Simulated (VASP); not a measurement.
VN: single point with PBE

The system is VN.

```
CELL_PARAMETERS angstrom
0.00000 2.06246 2.06246
2.06246 0.00000 2.06246
2.06246 2.06246 0.00000
ATOMIC_POSITIONS crystal
V 0.00000 0.00000 0.00000
N 0.51212 0.48788 0.51212
```

```yaml
Program: VASP 6.6.1
Task: single point
Functional: PBE
Potentials_or_basis: VASP PAW PBE potentials, release 64 (V_sv, N)
Cutoff: 600 eV
k_mesh: 2 × 2 × 2
Occupations: fermi-dirac, width 0.14 eV
Spin: collinear spin, ferromagnetic start
Starting_moments: "[0.3, 0.0] μB"
```

```yaml
Largest_force: 3.001 eV/Å
Net_moment: 0.00 μB per cell
Valence_electrons_inside_the_program's_atomic_spheres: V 11.03; N 3.60
```

Forces on the atoms (eV/Å):
```
V    0.000 -3.001  0.000
N    0.000  3.001  0.000
```

Levels at points of the mesh, in eV from the Fermi level:
Spin up:
| k point | band 5 | band 6 | band 7 | band 8 | band 9 | band 10 | band 11 | band 12 | band 13 | band 14 |
| --- | --- | --- | --- | --- | --- | --- | --- | --- | --- | --- |
| (0.00, 0.00, 0.00) | -15.51 | -0.51 | -0.51 | -0.39 | -0.19 | 0.26 | 0.26 | 0.41 | 0.79 | 8.46 |
| (0.50, 0.00, 0.00) | -12.92 | -6.51 | -4.15 | -4.13 | 1.36 | 1.38 | 2.47 | 6.02 | 6.03 | 9.00 |
| (0.50, 0.50, 0.00) | -13.82 | -4.25 | -2.31 | -1.31 | -1.18 | 1.28 | 1.86 | 1.89 | 3.35 | 12.58 |
| (0.50, 0.00, 0.50) | -13.82 | -4.21 | -2.21 | -1.31 | -1.31 | 1.23 | 1.89 | 1.89 | 3.35 | 12.57 |
Spin down:
| k point | band 7 | band 8 | band 9 | band 10 | band 11 | band 12 |
| --- | --- | --- | --- | --- | --- | --- |
| (0.00, 0.00, 0.00) | -0.51 | -0.39 | -0.19 | 0.26 | 0.26 | 0.41 |
| (0.50, 0.00, 0.00) | -4.15 | -4.13 | 1.37 | 1.38 | 2.47 | 6.02 |
| (0.50, 0.50, 0.00) | -2.31 | -1.31 | -1.18 | 1.28 | 1.86 | 1.89 |
| (0.50, 0.00, 0.50) | -2.21 | -1.31 | -1.31 | 1.23 | 1.89 | 1.89 |

It took 16 s on 1 thread of Intel Xeon 8259CL (shared host), peak memory 0.15 GiB.

Caveat: the k points lie up to 1.32 Å⁻¹ apart; the cell carries a net charge on a neutralising background, which shifts energy and pressure; the cell is charged against a uniform background, so pressure and absolute levels hang on convention; forces of over 1 eV/Å act on the atoms, so gaps and moduli don't describe the material at rest.
